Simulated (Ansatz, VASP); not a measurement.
**One calculation of Ni2Sb2Pd, two programs**

```
Pd Sb Ni
1.0
     0.00000    4.19235    0.00000
     4.19235    0.00000    0.00000
     2.09617    2.09617   -5.12460
Pd Sb Ni
1 2 2
Direct
  0.00000 0.00000 0.00000
  0.38280 0.38280 0.23440
  0.61720 0.61720 0.76560
  0.75000 0.25000 0.50000
  0.25000 0.75000 0.50000
```

Alike in both runs: task single point; functional PBE; k mesh 5 × 5 × 5; occupations gaussian, width 0.0666 eV; no spin polarisation.

|  | VASP | Ansatz |
| --- | --- | --- |
| version | VASP 6.6.1 | Ansatz 0.2.0 |
| potentials or method | VASP PAW PBE potentials, release 64 (Pd, Sb, Ni), cutoff 520 eV | PAW plane waves |
| valence electrons in the cell | 40 | 84 |

```csv
,VASP,Ansatz,Ansatz less VASP
gap on the k mesh at the Fermi level (eV),none,none,-
pressure (GPa),6.3,6.2,-0.08
"traceless stress, the component that is largest in VASP (GPa)",16.02,15.60,-0.415
rms of the force components (eV/Å),1.762,1.701,-0.0607
```

Atom by atom the forces differ by 0.061 eV/Å (rms over components). A gap of «none» marks a metal or a gap that the smearing closes. VASP's potentials hold 40 valence electrons a cell and Ansatz's 84, so a difference there can come from the potentials and not from the codes.

Neither program's run includes spin-orbit coupling.
